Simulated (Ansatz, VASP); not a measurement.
# One calculation of SiSe2, two programs

```xyz
6
Lattice="-2.9250 4.7520 2.9185 2.9250 -4.7520 2.9185 2.9250 4.7520 -2.9185" Properties=species:S:1:pos:R:3 pbc="T T T"
Si    0.0000    0.0000    4.3777
Si    0.0000    0.0000    1.4592
Se    1.3035    1.1992    0.0000
Se    1.6215    3.5527    2.9185
Se    1.3035   -1.1992    2.9185
Se    1.6215    5.9512    0.0000
```

Alike in both runs: functional PBE; dispersion D3(BJ); k mesh 6 × 6 × 6; occupations gaussian, width 0.02 eV; no spin polarisation.

Ansatz relaxed the structure, and its values are those at the end. VASP's run is a single point on that final structure, the one shown.

|  | VASP | Ansatz |
| --- | --- | --- |
| version | VASP 6.6.1 | Ansatz 0.2.0 |
| potentials or method | VASP PAW PBE potentials, release 64 (Si, Se), cutoff 500 eV | scalar-relativistic, plane waves, PAW |
| valence electrons in the cell | 32 | 72 |

Ansatz gave:

* gap on the k mesh at the Fermi level (eV): 1.52
* least direct gap on the mesh (eV): 1.78
* pressure (GPa): 0.0
* rms of the force components (eV/Å): 0.002

Problem. What did VASP give for the same quantities?

Solution. gap on the k mesh at the Fermi level (eV): 1.52; least direct gap on the mesh (eV): 1.78; pressure (GPa): 0.1; rms of the force components (eV/Å): 0.016.

VASP's potentials hold 32 valence electrons a cell and Ansatz's 72, so a difference there can come from the potentials and not from the codes.
